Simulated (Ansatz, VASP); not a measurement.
# Two plane-wave programs on MgO

```xyz
2
Lattice="5.2987 0.0000 0.0000 0.0000 5.2987 0.0000 0.0000 0.0000 3.6069" Properties=species:S:1:pos:R:3 pbc="T T T"
Mg    2.6494    2.6494    0.0000
O     2.6494    2.6494    1.8035
```

Alike in both runs: task relaxation of cell and atoms; functional PBE; k mesh 6 × 6 × 8; occupations gaussian, width 0.02 eV; no spin polarisation.

|  | VASP | Ansatz |
| --- | --- | --- |
| version | VASP 6.6.1 | Ansatz 0.2.0 |
| potentials or method | VASP PAW PBE potentials, release 64 (Mg, O), cutoff 600 eV | scalar-relativistic, plane waves, PAW |
| valence electrons in the cell | 8 | 16 |

```tsv
	VASP	Ansatz	Ansatz less VASP
gap on the k mesh at the Fermi level, each at its own relaxed structure (eV)	2.37	2.37	+0.005
relaxed volume (Å³/atom)	50.63	50.63	0.000
relaxed cell length with the largest relative difference (Å)	3.607	3.607	0.0000
```

VASP's potentials hold 8 valence electrons a cell and Ansatz's 16, so a difference there can come from the potentials and not from the codes. Ansatz's warnings: xc potential rough in thin density.

Noted on VASP's run: the relaxation stopped at its first step, so nothing moved.
